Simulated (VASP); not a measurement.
Crystal: EuS.

```xyz
2
Lattice="0.0000 2.9785 2.9785 2.9785 0.0000 2.9785 2.9785 2.9785 0.0000" Properties=species:S:1:pos:R:3 pbc="T T T"
Eu    0.0000    0.0000    0.0000
S     2.9785    2.9785    2.9785
```

```yaml
Program: VASP 6.6.1
Task: relaxation of cell and atoms
Functional: BLYP
Dispersion: D4
Potentials_or_basis: VASP PAW PBE potentials, release 64 (Eu, S)
Cutoff: 600 eV
k_mesh: 8 × 8 × 8
Occupations: fermi-dirac, width 0.05 eV
Spin: collinear spin, ferromagnetic start
Starting_moments: "[7.0, 0.0] μB"
```

At the start: pressure -2.8 GPa; volume 26.42 Å³/atom.

Problem. How do energy, volume and symmetry change on relaxing?

Solution. Over 3 steps the energy falls by 14.6 meV/atom and the volume is 24.85 Å³/atom (-6.0 %); space group Fm-3m (No. 225, to 0.1 Å) before and after; moment 6.95 μB per cell.

Step by step:
```tsv
step	energy change (eV)	largest force (eV/Å)	pressure (GPa)	volume (Å³)
1	0.0000	0.0000	-2.82	52.85
2	-0.0287	0.0000	0.36	49.36
3	-0.0291	0.0000	0.00	49.70
```

Final structure:
```xyz
2
Lattice="0.0000 2.9182 2.9182 2.9182 0.0000 2.9182 2.9182 2.9182 0.0000" Properties=species:S:1:pos:R:3 pbc="T T T"
Eu    0.0000    0.0000    0.0000
S     2.9182    2.9182    2.9182
```

Caveat: the PAW data sets were made with another functional, which shifts forces and pressure a little; a cell with one magnetic atom can't hold antiferromagnetic order, which such compounds often take; semilocal functionals describe open f shells poorly, which spoils levels, moments and volumes.
